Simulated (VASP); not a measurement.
# Ni (Im-3m) in VASP: single point with PBE

Aim: the single point of Ni with PBE.

Everything below comes from runs of VASP 6.6.1. Logs are shortened: lines on timing, memory, paths and dates and some standing lists are left out, and cuts for length are marked.

## Step 1: The cell of the first run

The structure is cubic, space group Im-3m (No. 229). The conventional cell has a = 2.794 Å, b = 2.794 Å, c = 2.794 Å, α = 90.00°, β = 90.00°, γ = 90.00°. Within 3.2 Å of Ni (site symmetry m-3m) lie 14 Ni at 2.42 to 2.79 Å.

## Step 2: Single point, PBE, collinear spin, ferromagnetic start

INCAR

```
PREC = Accurate
ENCUT = 520
EDIFF = 1E-6
ISMEAR = 0
SIGMA = 0.05
LREAL = False
LASPH = True
NELM = 150
ALGO = Normal
ISIF = 2
LWAVE = False
LCHARG = False
ISPIN = 2
MAGMOM = 0.8
LORBIT = 11
LMAXMIX = 4
GGA = PE
NBANDS = 15
```

KPOINTS

```
regular mesh
0
Gamma
  10 10 10
```

POSCAR

```
Ni
1.0
   -1.3969149756      1.3969149756      1.3969149756
    1.3969149756     -1.3969149756      1.3969149756
    1.3969149756      1.3969149756     -1.3969149756
Ni
1
Direct
    0.0000000000      0.0000000000      0.0000000000
```

Potentials or basis: VASP PAW PBE potentials, release 64 (Ni).

Command:

```console
> cat potpaw_PBE.64/Ni/POTCAR > POTCAR
> mpirun -np 1 vasp_std > vasp.out
```

OUTCAR:

```text
PREC = Accurate
   ENCUT = 520
   EDIFF = 1E-6
   ISMEAR = 0
   LREAL = False
   LASPH = True
   NELM = 150
   ISIF = 2
   ISPIN = 2
   LORBIT = 11
   GGA = PE

 ion  position               nearest neighbor table
   1  0.000  0.000  0.000-

  LATTYP: Found a body centered cubic cell.
 ALAT       =     2.7938299512

  Lattice vectors:

 A1 = (  -1.3969149756,   1.3969149756,   1.3969149756)
 A2 = (   1.3969149756,  -1.3969149756,   1.3969149756)
 A3 = (   1.3969149756,   1.3969149756,  -1.3969149756)

Analysis of symmetry for initial positions (statically):
=====================================================================
 Subroutine PRICEL returns:
 Original cell was already a primitive cell.

 Routine SETGRP: Setting up the symmetry group for a
 body centered cubic supercell.

 Subroutine GETGRP returns: Found 48 space group operations
 (whereof 48 operations were pure point group operations)
 out of a pool of 48 trial point group operations.

The static configuration has the point symmetry O_h .

Analysis of symmetry for dynamics (positions and initial velocities):
=====================================================================
 Subroutine PRICEL returns:
 Original cell was already a primitive cell.

 Routine SETGRP: Setting up the symmetry group for a
 body centered cubic supercell.

 Subroutine GETGRP returns: Found 48 space group operations
 (whereof 48 operations were pure point group operations)
 out of a pool of 48 trial point group operations.

The dynamic configuration has the point symmetry O_h .

Analysis of structural, dynamic, and magnetic symmetry:
=====================================================================
 Subroutine PRICEL returns:
 Original cell was already a primitive cell.

 Routine SETGRP: Setting up the symmetry group for a
 body centered cubic supercell.

 Subroutine GETGRP returns: Found 48 space group operations
 (whereof 48 operations were pure point group operations)
 out of a pool of 48 trial point group operations.

The overall configuration has the point symmetry O_h .

 Subroutine INISYM returns: Found 48 space group operations
 (whereof 48 operations are pure point group operations),
 and found     1 'primitive' translations

----------------------------------------------------------------------------------------

                                     Primitive cell

  volume of cell :      10.9036

  direct lattice vectors                    reciprocal lattice vectors
    -1.396914976  1.396914976  1.396914976     0.000000000  0.357931591  0.357931591
     1.396914976 -1.396914976  1.396914976     0.357931591  0.000000000  0.357931591
     1.396914976  1.396914976 -1.396914976     0.357931591  0.357931591  0.000000000

  length of vectors
     2.419527712  2.419527712  2.419527712     0.506191711  0.506191711  0.506191711

  position of ions in fractional coordinates (direct lattice)
     0.000000000  0.000000000  0.000000000

  ion indices of the primitive-cell ions
   primitive index   ion index
                 1           1

----------------------------------------------------------------------------------------

 KPOINTS: regular mesh

Automatic generation of k-mesh.
 Grid dimensions read from file:
 generate k-points for:   10   10   10

 Generating k-lattice:

  Cartesian coordinates                     Fractional coordinates (reciprocal lattice)
     0.000000000  0.035793159  0.035793159     0.100000000  0.000000000  0.000000000
     0.035793159  0.000000000  0.035793159     0.000000000  0.100000000  0.000000000
     0.035793159  0.035793159  0.000000000     0.000000000  0.000000000  0.100000000

  Length of vectors
     0.050619171  0.050619171  0.050619171

  Shift w.r.t. Gamma in fractional coordinates (k-lattice)
     0.000000000  0.000000000  0.000000000

 Subroutine IBZKPT returns following result:
 ===========================================

 Found     47 irreducible k-points:

 Following reciprocal coordinates:
            Coordinates               Weight
  0.000000  0.000000  0.000000      1.000000
  0.100000  0.000000  0.000000     12.000000
  0.200000  0.000000  0.000000     12.000000
  0.300000  0.000000  0.000000     12.000000
  0.400000  0.000000  0.000000     12.000000
  0.500000  0.000000  0.000000      6.000000
[... 16 lines left out ...]
  0.300000  0.300000  0.100000      8.000000
 -0.300000  0.300000  0.100000     24.000000
 [... further k-points ...]
   k-points           NKPTS =     47   k-points in BZ     NKDIM =     47   number of bands    NBANDS=     15
   number of dos      NEDOS =    301   number of ions     NIONS =      1
   total plane-waves  NPLWV =   5832
   dimension x,y,z NGX =    18 NGY =   18 NGZ =   18
   dimension x,y,z NGXF=    36 NGYF=   36 NGZF=   36
   ions per type =               1
   NGX,Y,Z   is equivalent  to a cutoff of  12.37, 12.37, 12.37 a.u.
   NGXF,Y,Z  is equivalent  to a cutoff of  24.74, 24.74, 24.74 a.u.
 SYSTEM =  unknown system
   PREC   = accura    normal or accurate (medium, high low for compatibility)
   ISTART =      0    job   : 0-new  1-cont  2-samecut
   ICHARG =      2    charge: 1-file 2-atom 10-const
   ISPIN  =      2    spin polarized calculation?
   LNONCOLLINEAR =      F non collinear calculations
   LSORBIT =      F    spin-orbit coupling
   LASPH  =      T    aspherical Exc in radial PAW
   ENCUT  =  520.0 eV  38.22 Ry    6.18 a.u.   4.50  4.50  4.50*2*pi/ulx,y,z
   NELM   =    150;   NELMIN=  2; NELMDL= -5     # of ELM steps
   EDIFF  = 0.1E-05   stopping-criterion for ELM
   LREAL  =      F    real-space projection
   EDIFFG = 0.1E-04   stopping-criterion for IOM
   NSW    =      0    number of steps for IOM
   IBRION =     -1    ionic relax: 0-MD 1-quasi-New 2-CG
   NFREE  =      0    steps in history (QN), initial steepest desc. (CG)
   ISIF   =      2    stress and relaxation
   ISYM   =      2    0-nonsym 1-usesym 2-fastsym
   POTIM  = 0.5000    time-step for ionic-motion
   TEBEG  =    0.0;   TEEND  =   0.0 temperature during run
   PSTRESS=    0.0 pullay stress
   NELECT =      10.0000    total number of electrons
   NUPDOWN=      -1.0000    fix difference up-down
   EMIN   =  10.00;   EMAX   =-10.00  energy-range for DOS
   EFERMI =   0.00;   METHOD = LEGACY
   ISMEAR =     0;   SIGMA  =   0.05  broadening in eV -4-tet -1-fermi 0-gaus
   EFERMI_NEDOS =   21; number of points for ismear=-14 and -15
   IALGO  =     38    algorithm
   IMIX   =      4    mixing-type and parameters
     AMIX     =   0.40;   BMIX     =  1.00
     AMIX_MAG =   1.60;   BMIX_MAG =  1.00
  volume/ion in A,a.u.               =      10.90        73.58
  Fermi-wavevector in a.u.,A,eV,Ry     =   1.590565  3.005733 34.421355  2.529898
  Thomas-Fermi vector in A             =   2.689241
   LORBIT       =     11    0 simple, 1 ext, 2 COOP (PROOUT), +10 PAW based schemes
   GGA     = PE    functional components
   LHFCALC =     F    Hartree Fock is set to
   AEXX    =    0.0000 exact exchange contribution
   IVDW    =     0    specifies the selected vdW correction
   LEPSILON=     F    determine dielectric tensor
   LRPA    =     F    only Hartree local field effects (RPA)
 spin polarized calculation
 Gauss-broadening in eV      SIGMA  =   0.05
  energy-cutoff  :      520.00
  volume of cell :       10.90
 maximum number of plane-waves:       321
 NGX is ok and might be reduce to    18
   NGX =  9   NGY =  9   NGZ =  9

 number of electron      10.0000000 magnetization       0.8000000

 number of electron       9.9999987 magnetization       0.5830378

 Free energy of the ion-electron system (eV)
  ---------------------------------------------------
  ext. energy  EPLUGINS =         0.00000000
  ---------------------------------------------------
  free energy    TOTEN  =        -5.37242219 eV

  energy without entropy =       -5.36959113  energy(sigma->0) =       -5.37100666

 E-fermi :   9.2327     XC(G=0): -13.2365

 val. band max:        9.2239537045   @ k =   0.4000   0.2000  -0.0000
 cond. band min:       9.2361778187   @ k =  -0.4000   0.5000   0.3000
 fundamental gap:      0.0122241142
 Fermi energy:         9.2327018157

 spin component 1

 k-point     1 :       0.0000    0.0000    0.0000
  band No.  band energies     occupation
      1       0.3464      1.00000
      2       6.9177      1.00000
      3       6.9177      1.00000
      4       6.9177      1.00000
      5       8.3527      1.00000
      6       8.3527      1.00000
      7      35.6541      0.00000
      8      35.6541      0.00000
      9      35.6541      0.00000
     10      40.5362      0.00000
     11      40.5362      0.00000
     12      41.4976      0.00000
     13      41.4976      0.00000
     14      41.4976      0.00000
     15      42.2926      0.00000
[... 397 lines left out ...]
 k-point    24 :      -0.3000    0.3000    0.1000
  band No.  band energies     occupation
      1       3.8064      1.00000
      2       6.5045      1.00000
      3       6.8427      1.00000
      4       7.8824      1.00000
      5       8.2500      1.00000
      6       8.7425      1.00000
      7      22.6810      0.00000
      8      29.1203      0.00000
      9      29.4184      0.00000
     10      36.1148      0.00000
     11      36.6935      0.00000
     12      39.4930      0.00000
     13      49.5557      0.00000
     14      49.7815      0.00000
     15      53.0825      0.00000

 [... further k-points ...]

 spin component 2

 k-point     1 :       0.0000    0.0000    0.0000
  band No.  band energies     occupation
      1       0.3348      1.00000
      2       7.6409      1.00000
      3       7.6409      1.00000
      4       7.6409      1.00000
      5       8.8354      1.00000
      6       8.8354      1.00000
      7      35.5528      0.00000
      8      35.5528      0.00000
      9      35.5528      0.00000
     10      40.4617      0.00000
     11      40.4617      0.00000
     12      41.6849      0.00000
     13      41.6849      0.00000
     14      41.6849      0.00000
     15      42.4586      0.00000
[... 397 lines left out ...]
 k-point    24 :      -0.3000    0.3000    0.1000
  band No.  band energies     occupation
      1       3.8730      1.00000
      2       7.1888      1.00000
      3       7.3186      1.00000
      4       8.4665      1.00000
      5       9.0289      1.00000
      6       9.2117      0.72362
      7      22.8326      0.00000
      8      29.2648      0.00000
      9      29.3972      0.00000
     10      36.1549      0.00000
     11      36.7883      0.00000
     12      39.5430      0.00000
     13      49.5826      0.00000
     14      49.8298      0.00000
     15      53.2565      0.00000

 [... further k-points ...]
[... 5 lines left out ...]
  --------------------------------------------------------------------------------------
  -------------------------------------------------------------------------------------
  Total        0.1173668      0.1173668      0.1173668      0.0000000      0.0000000      0.0000000
  in kB       17.2459038     17.2459038     17.2459038      0.0000000      0.0000000      0.0000000
  external PRESSURE =      17.2459038 kB  Pullay stress =       0.0000000 kB

 VOLUME and BASIS-vectors are now :
 -----------------------------------------------------------------------------
  energy-cutoff  :      520.00
  volume of cell :       10.90
      direct lattice vectors                 reciprocal lattice vectors
    -1.396914976  1.396914976  1.396914976     0.000000000  0.357931591  0.357931591
     1.396914976 -1.396914976  1.396914976     0.357931591  0.000000000  0.357931591
     1.396914976  1.396914976 -1.396914976     0.357931591  0.357931591  0.000000000

 POSITION                                       TOTAL-FORCE (eV/Angst)
 -----------------------------------------------------------------------------------
      0.00000      0.00000      0.00000         0.000000      0.000000      0.000000
 -----------------------------------------------------------------------------------
    total drift:                                0.000000      0.000000      0.000000

  FREE ENERGIE OF THE ION-ELECTRON SYSTEM (eV)
  ---------------------------------------------------
  free  energy   TOTEN  =        -5.3724221938 eV

  energy  without entropy=       -5.3695911263  energy(sigma->0) =       -5.37100666

 total charge

# of ion       s       p       d       tot
------------------------------------------
    1        0.491   0.486   8.335   9.311

 magnetization (x)

# of ion       s       p       d       tot
------------------------------------------
    1       -0.005  -0.016   0.612   0.591
```

Run time: 8.6 s. Hardware: 1 thread of Intel Xeon Platinum 8559C (Emerald Rapids), shared host; peak memory 0.13 GiB.

What came out:

```
Free energy                                           : -5.3724 eV
Pressure                                              : 1.7 GPa
Net moment                                            : 0.58 μB per cell
Site moments                                          : Ni +0.59 μB
Valence electrons inside the program's atomic spheres : Ni 9.31
```

Levels at points of the mesh, in eV from the Fermi level:
Spin up:
```
           k point  band 2  band 3  band 4  band 5  band 6  band 7  band 8  band 9
(0.00, 0.00, 0.00)   -2.32   -2.32   -2.32   -0.88   -0.88   26.42   26.42   26.42
(0.50, 0.00, 0.00)   -3.22   -0.97   -0.73   -0.09    0.27    6.45   19.08   20.00
(0.50, 0.50, 0.50)   -4.17   -0.31   -0.31   -0.31    9.76    9.76    9.76   15.64
```
Spin down:
```
           k point  band 3  band 4  band 5  band 6  band 7  band 8
(0.00, 0.00, 0.00)   -1.59   -1.59   -0.40   -0.40   26.32   26.32
(0.50, 0.00, 0.00)   -0.40   -0.23    0.24    0.74    6.82   19.01
(0.50, 0.50, 0.50)    0.51    0.51    0.51    9.79    9.79    9.79
```
